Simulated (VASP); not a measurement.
Set up this calculation in VASP 6.6.1, as the native input.

```
Task                   : single point
Functional             : PBE
Potentials or basis    : VASP PAW PBE potentials, release 64 (Na_pv, I)
Cutoff                 : 500 eV
k mesh                 : 6 × 6 × 6
Occupations            : gaussian, width 0.05 eV
Spin                   : no spin polarisation
Dipole correction      : no
Further INCAR settings : ALGO = Normal; EDIFF = 1e-06; NBANDS = 14
```

The structure of NaI lies in POSCAR:

```
NaI
1.0
    0.0000000000      3.2364000000      3.2364000000
    3.2364000000      0.0000000000      3.2364000000
    3.2364000000      3.2364000000      0.0000000000
Na I
1 1
Direct
    0.0000000000      0.0000000000     -0.0463477938
    0.5000000000      0.5000000000      0.5000000000
```

This cell differs from its parent crystal: atom 1 (Na) moved by (-0.150, -0.150) A along x and y.

The input as run:

INCAR

```
  PREC = Accurate
  ENCUT = 500
  EDIFF = 1E-6
  ISMEAR = 0
  SIGMA = 0.05
  LREAL = F
  LASPH = T
  NELM = 120
  ALGO = Normal
  ISIF = 2
  LWAVE = F
  LCHARG = F
  GGA = PE
  NBANDS = 14
  GGA_COMPAT = F
```

KPOINTS

```
regular mesh
0
Gamma
  6 6 6
```

Potentials or basis: VASP PAW PBE potentials, release 64 (Na_pv, I).

Launch:

```bash
$ cat potpaw_PBE.64/Na_pv/POTCAR potpaw_PBE.64/I/POTCAR > POTCAR
$ mpirun -np 1 vasp_std > vasp.out
```

It gave:

```
Pressure               : 0.7 GPa
Largest force          : 0.198 eV/Å
Band gap on the k mesh : 3.65 eV
```

Caveat: the cell differs from its parent crystal (atom 1 (Na) moved by (-0.150, -0.150) A along x and y); spin-orbit coupling is left out, which moves the levels of the heavy elements.

Wall time 48 s on 1 thread of AMD EPYC 7R13, on a shared host, peak memory 0.22 GiB.
